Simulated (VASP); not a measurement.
Crystal: As.

```
As
1.0
     1.77828   -5.51628    0.00000
     1.77828    5.51628    0.00000
     0.00000    0.00000    4.49974
As
4
Direct
  0.10528 0.89472 0.92713
  0.60528 0.39472 0.57287
  0.89472 0.10528 0.07287
  0.39472 0.60528 0.42713
```

| Item | Value |
| --- | --- |
| Program | VASP 6.6.1 |
| Task | relaxation of cell and atoms |
| Functional | PBEsol |
| Potentials or basis | VASP PAW PBE potentials, release 64 (As) |
| Cutoff | 600 eV |
| k mesh | 6 × 6 × 4 |
| Occupations | gaussian, width 0.1 eV |
| Spin | no spin polarisation |

At the start: pressure 7.0 GPa; volume 22.07 Å³/atom.

Task: Where does the relaxation end?

Result: Over 12 steps the energy falls by 73.7 meV/atom and the volume is 21.47 Å³/atom (-2.7 %); space group Cmce (No. 64, to 0.05 Å).

The path:
```tsv
step	energy change (eV)	largest force (eV/Å)	pressure (GPa)	volume (Å³)
1	0.0000	1.2955	6.98	88.28
2	-0.0316	0.7187	-5.79	101.13
3	-0.2101	0.1446	-0.64	94.56
4	-0.2101	0.1629	-0.52	94.43
5	-0.2222	0.1515	-0.50	93.68
6	-0.2521	0.1759	-0.37	91.40
7	-0.2735	0.3533	0.24	86.83
8	-0.2790	0.3142	0.22	86.48
9	-0.2884	0.2084	0.21	85.44
10	-0.2892	0.1721	0.23	85.02
11	-0.2913	0.1376	0.19	85.23
12	-0.2946	0.0311	0.09	85.86
```

Final structure:
```
CELL_PARAMETERS angstrom
1.89283 -5.40979 0.00000
1.89283 5.40979 0.00000
0.00000 0.00000 4.19253
ATOMIC_POSITIONS crystal
As 0.11281 0.88719 0.94795
As 0.61281 0.38719 0.55205
As 0.88719 0.11281 0.05205
As 0.38719 0.61281 0.44795
```

Caveat: the PAW data sets were made with another functional, which shifts forces and pressure a little; the relaxation stopped at a loose force limit of 0.05 eV/Å, so its end isn't a converged minimum.
